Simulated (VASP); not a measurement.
# SiC (Moissanite 3C) (F-43m) in VASP: a series of runs

SiC (Moissanite 3C) is run at these levels: r2SCAN, PBEsol; tasks: single point.

All numbers are computed with VASP 6.6.1; they aren't measurements. Logs are shortened: lines on timing, memory, paths and dates and some standing lists are left out, and cuts for length are marked.

**Measured values to compare with.**

From “Insight into the structural, elastic and electronic properties of a new orthorhombic 6O-SiC polytype”, 2020, pmc:7200658, for a bulk crystal of SiC: band gap 2.4 eV (indirect).

The runs below are set against these values where they give the same quantity.

**1. The cell of the first run**

The structure is cubic, space group F-43m (No. 216). The conventional cell has a = 4.358 Å, b = 4.358 Å, c = 4.358 Å, α = 90.00°, β = 90.00°, γ = 90.00°. Within 2.5 Å of Si (site symmetry -43m) lie 4 C at 1.89 Å. Within 2.5 Å of C (site symmetry -43m) lie 4 Si at 1.89 Å.

**2. Single point, r2SCAN**

POSCAR

```
SiC
1.0
    0.0000000000      2.1790000000      2.1790000000
    2.1790000000      0.0000000000      2.1790000000
    2.1790000000      2.1790000000      0.0000000000
Si C
1 1
Direct
    0.0000000000      0.0000000000      0.0000000000
    0.7500000000      0.7500000000      0.7500000000
```

INCAR.step1

```
SYSTEM = SiC
  PREC = Accurate
  ENCUT = 660
  ISMEAR = -1
  SIGMA = 0.05
  LREAL = .FALSE.
  LASPH = .TRUE.
  NELM = 120
  NBANDS = 11
  GGA = PE
  ALGO = Normal
  EDIFF = 1E-5
  LWAVE = .TRUE.
  LCHARG = .FALSE.
  GGA_COMPAT = .FALSE.
```

INCAR.step2

```
SYSTEM = SiC
  PREC = Accurate
  ENCUT = 660
  EDIFF = 1E-6
  ISMEAR = -1
  SIGMA = 0.05
  LREAL = .FALSE.
  LASPH = .TRUE.
  NELM = 120
  ALGO = Normal
  ISIF = 2
  LWAVE = .FALSE.
  LCHARG = .FALSE.
  METAGGA = R2SCAN
  LMIXTAU = .TRUE.
  NBANDS = 11
  ISTART = 1
  GGA_COMPAT = .FALSE.
```

KPOINTS

```
Automatic mesh
0
G
  10 10 10
  0 0 0
```

Potentials or basis: VASP PAW PBE potentials, release 64 (Si, C).

Launch:

```sh
> cat potpaw_PBE.64/Si/POTCAR potpaw_PBE.64/C/POTCAR > POTCAR
> cp INCAR.step1 INCAR
> mpirun -np 1 vasp_std > vasp.out
> cp INCAR.step2 INCAR
> mpirun -np 1 vasp_std > vasp.out
```

OUTCAR:

```text
SYSTEM = SiC
   PREC = Accurate
   ENCUT = 660
   EDIFF = 1E-6
   ISMEAR = -1
   LREAL = .FALSE.
   LASPH = .TRUE.
   NELM = 120
   ISIF = 2
   METAGGA = R2SCAN
   ISTART = 1

 ion  position               nearest neighbor table
   1  0.000  0.000  0.000-   2 1.89   2 1.89   2 1.89   2 1.89
   2  0.750  0.750  0.750-   1 1.89   1 1.89   1 1.89   1 1.89

  LATTYP: Found a face centered cubic cell.
 ALAT       =     4.3580000000

  Lattice vectors:

 A1 = (   0.0000000000,   2.1790000000,   2.1790000000)
 A2 = (   2.1790000000,   0.0000000000,   2.1790000000)
 A3 = (   2.1790000000,   2.1790000000,   0.0000000000)

Analysis of symmetry for initial positions (statically):
=====================================================================
 Subroutine PRICEL returns:
 Original cell was already a primitive cell.

 Routine SETGRP: Setting up the symmetry group for a
 face centered cubic supercell.

 Subroutine GETGRP returns: Found 24 space group operations
 (whereof 24 operations were pure point group operations)
 out of a pool of 48 trial point group operations.

The static configuration has the point symmetry T_d .

Analysis of symmetry for dynamics (positions and initial velocities):
=====================================================================
 Subroutine PRICEL returns:
 Original cell was already a primitive cell.

 Routine SETGRP: Setting up the symmetry group for a
 face centered cubic supercell.

 Subroutine GETGRP returns: Found 24 space group operations
 (whereof 24 operations were pure point group operations)
 out of a pool of 48 trial point group operations.

The dynamic configuration has the point symmetry T_d .

 Subroutine INISYM returns: Found 24 space group operations
 (whereof 24 operations are pure point group operations),
 and found     1 'primitive' translations

----------------------------------------------------------------------------------------

                                     Primitive cell

  volume of cell :      20.6920

  direct lattice vectors                    reciprocal lattice vectors
     0.000000000  2.179000000  2.179000000    -0.229463056  0.229463056  0.229463056
     2.179000000  0.000000000  2.179000000     0.229463056 -0.229463056  0.229463056
     2.179000000  2.179000000  0.000000000     0.229463056  0.229463056 -0.229463056

  length of vectors
[... 88 lines left out ...]
   ISIF   =      2    stress and relaxation
   ISYM   =      2    0-nonsym 1-usesym 2-fastsym
   POTIM  = 0.5000    time-step for ionic-motion
   TEBEG  =    0.0;   TEEND  =   0.0 temperature during run
   PSTRESS=    0.0 pullay stress
   NELECT =       8.0000    total number of electrons
   NUPDOWN=      -1.0000    fix difference up-down
   EMIN   =  10.00;   EMAX   =-10.00  energy-range for DOS
   EFERMI =   0.00;   METHOD = LEGACY
   ISMEAR =    -1;   SIGMA  =   0.05  broadening in eV -4-tet -1-fermi 0-gaus
   EFERMI_NEDOS =   21; number of points for ismear=-14 and -15
   IALGO  =     38    algorithm
   IMIX   =      4    mixing-type and parameters
     AMIX     =   0.40;   BMIX     =  1.00
     AMIX_MAG =   1.60;   BMIX_MAG =  1.00
  volume/ion in A,a.u.               =      10.35        69.82
  Fermi-wavevector in a.u.,A,eV,Ry     =   1.192626  2.253736 19.352338  1.422357
  Thomas-Fermi vector in A             =   2.328660
   LORBIT       =      0    0 simple, 1 ext, 2 COOP (PROOUT), +10 PAW based schemes
   METAGGA = R2SCAN    functional components
   LHFCALC =     F    Hartree Fock is set to
   AEXX    =    0.0000 exact exchange contribution
   IVDW    =     0    specifies the selected vdW correction
   LEPSILON=     F    determine dielectric tensor
   LRPA    =     F    only Hartree local field effects (RPA)
 non-spin polarized calculation
  energy-cutoff  :      660.00
  volume of cell :       20.69
 maximum number of plane-waves:       821
 NGX is ok and might be reduce to    28
   NGX = 13   NGY = 13   NGZ = 13

 number of electron       8.0000000 magnetization

 Free energy of the ion-electron system (eV)
  ---------------------------------------------------
  ext. energy  EPLUGINS =         0.00000000
  ---------------------------------------------------
  free energy    TOTEN  =       -19.33146333 eV

  energy without entropy =      -19.33146333  energy(sigma->0) =      -19.33146333

 E-fermi :   8.8570     XC(G=0): -11.9341

 val. band max:        7.9802107133   @ k =   0.0000   0.0000   0.0000
 cond. band min:       9.7072625234   @ k =   0.5000   0.5000   0.0000
 fundamental gap:      1.7270518102
 Fermi energy:         8.8570043670

 k-point     1 :       0.0000    0.0000    0.0000
  band No.  band energies     occupation
      1      -8.1979      2.00000
      2       7.9802      2.00000
      3       7.9802      2.00000
      4       7.9802      2.00000
      5      14.8151      0.00000
      6      15.8316      0.00000
      7      15.8316      0.00000
      8      15.8316      0.00000
      9      23.1910      0.00000
     10      23.1910      0.00000
     11      25.7449      0.00000
[... 309 lines left out ...]
 k-point    24 :       0.4000    0.3000    0.0000
  band No.  band energies     occupation
      1      -4.9640      2.00000
      2       2.1454      2.00000
      3       4.7095      2.00000
      4       5.2349      2.00000
      5      11.2790      0.00000
      6      14.1430      0.00000
      7      20.4795      0.00000
      8      20.7844      0.00000
      9      22.8227      0.00000
     10      27.0675      0.00000
     11      30.4759      0.00000

 [... further k-points ...]

------------------------ aborting loop because EDIFF is reached ----------------------------------------

  FORCE on cell =-STRESS in cart. coord.  units (eV):
  Direction    XX          YY          ZZ          XY          YZ          ZX
  --------------------------------------------------------------------------------------
  -------------------------------------------------------------------------------------
  Total       -0.0839603     -0.0839603     -0.0839603     -0.0000000      0.0000000     -0.0000000
  in kB       -6.5010438     -6.5010438     -6.5010438     -0.0000000      0.0000000     -0.0000000
  external PRESSURE =      -6.5010438 kB  Pullay stress =       0.0000000 kB

 VOLUME and BASIS-vectors are now :
 -----------------------------------------------------------------------------
  energy-cutoff  :      660.00
  volume of cell :       20.69
      direct lattice vectors                 reciprocal lattice vectors
     0.000000000  2.179000000  2.179000000    -0.229463056  0.229463056  0.229463056
     2.179000000  0.000000000  2.179000000     0.229463056 -0.229463056  0.229463056
     2.179000000  2.179000000  0.000000000     0.229463056  0.229463056 -0.229463056

 POSITION                                       TOTAL-FORCE (eV/Angst)
 -----------------------------------------------------------------------------------
      0.00000      0.00000      0.00000         0.000000      0.000000      0.000000
      3.26850      3.26850      3.26850        -0.000000     -0.000000     -0.000000
 -----------------------------------------------------------------------------------
    total drift:                                0.000000      0.000000      0.000000

  FREE ENERGIE OF THE ION-ELECTRON SYSTEM (eV)
  ---------------------------------------------------
  free  energy   TOTEN  =       -19.3314633342 eV

  energy  without entropy=      -19.3314633337  energy(sigma->0) =      -19.33146333
```

OUTCAR.step1:

```text
SYSTEM = SiC
   PREC = Accurate
   ENCUT = 660
   ISMEAR = -1
   LREAL = .FALSE.
   LASPH = .TRUE.
[... 557 lines left out ...]
      0.00000      0.00000      0.00000         0.000000      0.000000      0.000000
      3.26850      3.26850      3.26850        -0.000000     -0.000000     -0.000000
 -----------------------------------------------------------------------------------
    total drift:                                0.000000      0.000000      0.000000

  FREE ENERGIE OF THE ION-ELECTRON SYSTEM (eV)
  ---------------------------------------------------
  free  energy   TOTEN  =       -15.0610102262 eV

  energy  without entropy=      -15.0610102094  energy(sigma->0) =      -15.06101022
```

OSZICAR.step1:

```text
N       E                     dE             d eps       ncg     rms          rms(c)
DAV:   1     0.786439187901E+01    0.78644E+01   -0.44698E+03  1050   0.750E+02
DAV:   2    -0.161245142365E+02   -0.23989E+02   -0.22903E+02  1299   0.120E+02
DAV:   3    -0.169118502131E+02   -0.78734E+00   -0.78560E+00  1273   0.188E+01
DAV:   4    -0.169149534816E+02   -0.31033E-02   -0.31031E-02  1187   0.147E+00
DAV:   5    -0.169149670668E+02   -0.13585E-04   -0.13585E-04  1258   0.942E-02    0.880E+00
DAV:   6    -0.151183984070E+02    0.17966E+01   -0.64869E+00  1139   0.114E+01    0.389E+00
DAV:   7    -0.150686220848E+02    0.49776E-01   -0.38423E-01  1241   0.355E+00    0.177E+00
DAV:   8    -0.150607890560E+02    0.78330E-02   -0.20301E-02  1160   0.956E-01    0.172E-01
DAV:   9    -0.150608969822E+02   -0.10793E-03   -0.16336E-03  1284   0.231E-01    0.113E-01
DAV:  10    -0.150610079708E+02   -0.11099E-03   -0.24004E-04  1172   0.943E-02    0.264E-02
DAV:  11    -0.150610102262E+02   -0.22554E-05   -0.42758E-05  1241   0.340E-02
   1 F= -.15061010E+02 E0= -.15061010E+02  d E =-.167787E-07
```

It took 49 s on 1 thread of Intel Xeon Platinum 8488C (Sapphire Rapids), shared host; peak memory 0.16 GiB.

What came out:

```
Free energy            : -19.3315 eV
Pressure               : -0.7 GPa
Band gap on the k mesh : 1.73 eV, indirect (least direct gap 5.06 eV)
```

Caveat: the PAW data sets were made with another functional, which shifts forces and pressure a little.

**3. Single point, PBEsol**

INCAR

```
SYSTEM = SiC
PREC     = Accurate       ! precision mode
ENCUT    = 600            ! plane-wave cutoff, eV
EDIFF    = 1E-6           ! SCF threshold, eV
ISMEAR   = 0              ! smearing method
SIGMA    = 0.1            ! smearing width, eV
LREAL    = .FALSE.        ! projectors in reciprocal space
LASPH    = .TRUE.         ! aspherical terms in the spheres
NELM     = 120            ! most SCF steps
ALGO     = Normal         ! electronic algorithm
ISIF     = 2              ! what is computed and relaxed
LWAVE    = .FALSE.        ! write WAVECAR
LCHARG   = .FALSE.        ! write CHGCAR
GGA      = PS             ! functional
NBANDS   = 11             ! bands
GGA_COMPAT= .FALSE.
```

KPOINTS

```
regular mesh
0
G
  10 10 10
  0 0 0
```

POSCAR is that of step 2.

Potentials or basis: VASP PAW PBE potentials, release 64 (Si, C).

Launch:

```sh
> cat potpaw_PBE.64/Si/POTCAR potpaw_PBE.64/C/POTCAR > POTCAR
> mpirun -np 1 vasp_std > vasp.out
```

OUTCAR:

```text
SYSTEM = SiC
   PREC = Accurate
   ENCUT = 600
   EDIFF = 1E-6
   ISMEAR = 0
   LREAL = .FALSE.
   LASPH = .TRUE.
   NELM = 120
   ISIF = 2
   GGA = PS

 ion  position               nearest neighbor table
   1  0.000  0.000  0.000-   2 1.89   2 1.89   2 1.89   2 1.89
   2  0.750  0.750  0.750-   1 1.89   1 1.89   1 1.89   1 1.89

  LATTYP: Found a face centered cubic cell.
 ALAT       =     4.3580000000

  Lattice vectors:

 A1 = (   0.0000000000,   2.1790000000,   2.1790000000)
 A2 = (   2.1790000000,   0.0000000000,   2.1790000000)
 A3 = (   2.1790000000,   2.1790000000,   0.0000000000)

Analysis of symmetry for initial positions (statically):
=====================================================================
 Subroutine PRICEL returns:
 Original cell was already a primitive cell.

 Routine SETGRP: Setting up the symmetry group for a
 face centered cubic supercell.

 Subroutine GETGRP returns: Found 24 space group operations
 (whereof 24 operations were pure point group operations)
 out of a pool of 48 trial point group operations.

The static configuration has the point symmetry T_d .

Analysis of symmetry for dynamics (positions and initial velocities):
=====================================================================
 Subroutine PRICEL returns:
 Original cell was already a primitive cell.

 Routine SETGRP: Setting up the symmetry group for a
 face centered cubic supercell.

 Subroutine GETGRP returns: Found 24 space group operations
 (whereof 24 operations were pure point group operations)
 out of a pool of 48 trial point group operations.

The dynamic configuration has the point symmetry T_d .

 Subroutine INISYM returns: Found 24 space group operations
 (whereof 24 operations are pure point group operations),
 and found     1 'primitive' translations

----------------------------------------------------------------------------------------

                                     Primitive cell

  volume of cell :      20.6920

[... 117 lines left out ...]
   LEPSILON=     F    determine dielectric tensor
   LRPA    =     F    only Hartree local field effects (RPA)
 non-spin polarized calculation
 Gauss-broadening in eV      SIGMA  =   0.10
  energy-cutoff  :      600.00
  volume of cell :       20.69
 maximum number of plane-waves:       701
 NGX is ok and might be reduce to    28
   NGX = 13   NGY = 13   NGZ = 13

 number of electron       8.0000000 magnetization

 Free energy of the ion-electron system (eV)
  ---------------------------------------------------
  ext. energy  EPLUGINS =         0.00000000
  ---------------------------------------------------
  free energy    TOTEN  =       -15.91610820 eV

  energy without entropy =      -15.91610820  energy(sigma->0) =      -15.91610820

 E-fermi :   8.5777     XC(G=0): -11.5049

 val. band max:        8.0559215551   @ k =   0.0000   0.0000   0.0000
 cond. band min:       9.2901168444   @ k =   0.5000   0.5000   0.0000
 fundamental gap:      1.2341952893
 Fermi energy:         8.5776962472

 k-point     1 :       0.0000    0.0000    0.0000
  band No.  band energies     occupation
      1      -7.3681      2.00000
      2       8.0559      2.00000
      3       8.0559      2.00000
      4       8.0559      2.00000
      5      14.2427      0.00000
      6      15.2990      0.00000
      7      15.2990      0.00000
      8      15.2990      0.00000
      9      22.5130      0.00000
     10      22.5130      0.00000
     11      24.3189      0.00000
[... 309 lines left out ...]
 k-point    24 :       0.4000    0.3000    0.0000
  band No.  band energies     occupation
      1      -4.2085      2.00000
      2       2.4698      2.00000
      3       4.8720      2.00000
      4       5.4098      2.00000
      5      10.8127      0.00000
      6      13.5681      0.00000
      7      19.6090      0.00000
      8      19.9187      0.00000
      9      21.7329      0.00000
     10      26.0702      0.00000
     11      29.2246      0.00000

 [... further k-points ...]

------------------------ aborting loop because EDIFF is reached ----------------------------------------

  FORCE on cell =-STRESS in cart. coord.  units (eV):
  Direction    XX          YY          ZZ          XY          YZ          ZX
  --------------------------------------------------------------------------------------
  -------------------------------------------------------------------------------------
  Total        0.0056073      0.0056073      0.0056073      0.0000000     -0.0000000     -0.0000000
  in kB        0.4341725      0.4341725      0.4341725      0.0000000     -0.0000000     -0.0000000
  external PRESSURE =       0.4341725 kB  Pullay stress =       0.0000000 kB

 VOLUME and BASIS-vectors are now :
 -----------------------------------------------------------------------------
  energy-cutoff  :      600.00
  volume of cell :       20.69
      direct lattice vectors                 reciprocal lattice vectors
     0.000000000  2.179000000  2.179000000    -0.229463056  0.229463056  0.229463056
     2.179000000  0.000000000  2.179000000     0.229463056 -0.229463056  0.229463056
     2.179000000  2.179000000  0.000000000     0.229463056  0.229463056 -0.229463056

 POSITION                                       TOTAL-FORCE (eV/Angst)
 -----------------------------------------------------------------------------------
      0.00000      0.00000      0.00000         0.000000      0.000000      0.000000
      3.26850      3.26850      3.26850        -0.000000     -0.000000     -0.000000
 -----------------------------------------------------------------------------------
    total drift:                                0.000000      0.000000      0.000000

  FREE ENERGIE OF THE ION-ELECTRON SYSTEM (eV)
  ---------------------------------------------------
  free  energy   TOTEN  =       -15.9161081996 eV

  energy  without entropy=      -15.9161081996  energy(sigma->0) =      -15.91610820
```

OSZICAR:

```text
N       E                     dE             d eps       ncg     rms          rms(c)
DAV:   1     0.472998118807E+01    0.47300E+01   -0.42627E+03  1058   0.693E+02
DAV:   2    -0.170021269662E+02   -0.21732E+02   -0.20723E+02  1331   0.116E+02
DAV:   3    -0.177103034989E+02   -0.70818E+00   -0.70690E+00  1299   0.174E+01
DAV:   4    -0.177128764021E+02   -0.25729E-02   -0.25728E-02  1179   0.133E+00
DAV:   5    -0.177128871124E+02   -0.10710E-04   -0.10710E-04  1271   0.823E-02    0.873E+00
DAV:   6    -0.159956752103E+02    0.17172E+01   -0.60376E+00  1157   0.109E+01    0.392E+00
DAV:   7    -0.159307763397E+02    0.64899E-01   -0.37319E-01  1226   0.344E+00    0.176E+00
DAV:   8    -0.159162906662E+02    0.14486E-01   -0.21090E-02  1196   0.926E-01    0.164E-01
DAV:   9    -0.159160624963E+02    0.22817E-03   -0.17504E-03  1243   0.221E-01    0.110E-01
DAV:  10    -0.159161077813E+02   -0.45285E-04   -0.12599E-04  1193   0.709E-02    0.256E-02
DAV:  11    -0.159161079254E+02   -0.14411E-06   -0.12640E-05  1244   0.195E-02    0.594E-03
DAV:  12    -0.159161081996E+02   -0.27427E-06   -0.71136E-07   697   0.525E-03
   1 F= -.15916108E+02 E0= -.15916108E+02  d E =-.254184E-15
```

Wall time 13 s (1 thread of Intel Xeon 6975P-C, shared host); peak memory 0.15 GiB.

Results:

```
Free energy            : -15.9161 eV
Pressure               : 0.0 GPa
Band gap on the k mesh : 1.23 eV, indirect (least direct gap 4.44 eV)
```

Caveat: the PAW data sets were made with another functional, which shifts forces and pressure a little.

**4. Comparison with measurements**

Step 2. Against the measured gap of SiC, 2.4 eV (indirect; quoted in “Insight into the structural, elastic and electronic properties of a new orthorhombic 6O-SiC polytype”, 2020, pmc:7200658), the calculated 1.73 eV is off by -0.67 eV. The value is that of r2SCAN on a finite k mesh, which can miss the band edges, without temperature or zero-point motion.

Step 3. A measured gap of SiC is 2.4 eV (indirect; quoted in “Insight into the structural, elastic and electronic properties of a new orthorhombic 6O-SiC polytype”, 2020, pmc:7200658); the calculated 1.23 eV misses it by -1.17 eV. The value is that of PBEsol on a finite k mesh, which can miss the band edges, without temperature or zero-point motion. Semilocal functionals fall short of measured gaps as a rule.
